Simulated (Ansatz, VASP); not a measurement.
Two plane-wave programs on AlNi

INCAR

```
PREC = Accurate
ENCUT = 520
EDIFF = 1E-6
ISMEAR = 0
SIGMA = 0.15
LREAL = F
LASPH = T
NELM = 80
ALGO = Fast
ISIF = 2
LWAVE = F
LCHARG = F
GGA = PS
NBANDS = 14
```

File KPOINTS:

```
regular mesh
0
Gamma
  16 16 16
```

The input POSCAR:

```
AlNi
1.0
    1.9470216155     -1.9469698762      0.0000000000
    1.9470216155      1.9469698762      0.0000000000
    0.0000000000      0.0000000000      2.8688666979
Al Ni
1 1
Direct
    0.0000000000      0.0000000000      0.0000000000
    0.5000000000      0.5000000000      0.5000000000
```

Input for Ansatz:

```yaml
crystal:
  lattice:
    - [1.9470216155, -1.9469698762, 0.0]
    - [1.9470216155, 1.9469698762, 0.0]
    - [0.0, 0.0, 2.8688666979]
  atoms:
    - { symbol: Al, position: [0.0, 0.0, 0.0] }
    - { symbol: Ni, position: [0.5, 0.5, 0.5] }
basis:
  ecutwfc: 520.0
kpoints:
  mp_grid: { grid: [16, 16, 16] }
hamiltonian:
  xc: pbesol
  pseudopotentials: { kind: paw, azcp: { folder: soft_1 } }
scf:
  occupations: { method: gaussian, width: 0.15 }
output:
  forces: true
  stress: true
  eigenvalues: true
```

Change from the starting cell: normal strain along x -0.0367, normal strain along y -0.0367.

Alike in both runs: task single point; functional PBEsol; k mesh 16 × 16 × 16; occupations gaussian, width 0.15 eV; no spin polarisation.

|  | VASP | Ansatz |
| --- | --- | --- |
| version | VASP 6.6.1 | Ansatz 0.2.0 |
| potentials or method | VASP PAW PBE potentials, release 64 (Al, Ni), cutoff 520 eV | scalar-relativistic, plane waves, PAW |
| valence electrons in the cell | 13 | 21 |

|  | VASP | Ansatz | Ansatz less VASP |
| --- | --- | --- | --- |
| gap on the k mesh at the Fermi level (eV) | none | none | - |
| pressure (GPa) | 15.7 | 15.4 | -0.37 |
| traceless stress, the component that is largest in VASP (GPa) | -2.57 | -2.50 | +0.064 |

VASP's potentials were made for PBE, not for PBEsol, and Ansatz warns of the same on its side. A gap of «none» marks a metal or a gap that the smearing closes. VASP's potentials hold 13 valence electrons a cell and Ansatz's 21, so a difference there can come from the potentials and not from the codes. Ansatz's warnings: near symmetry operations not taken.
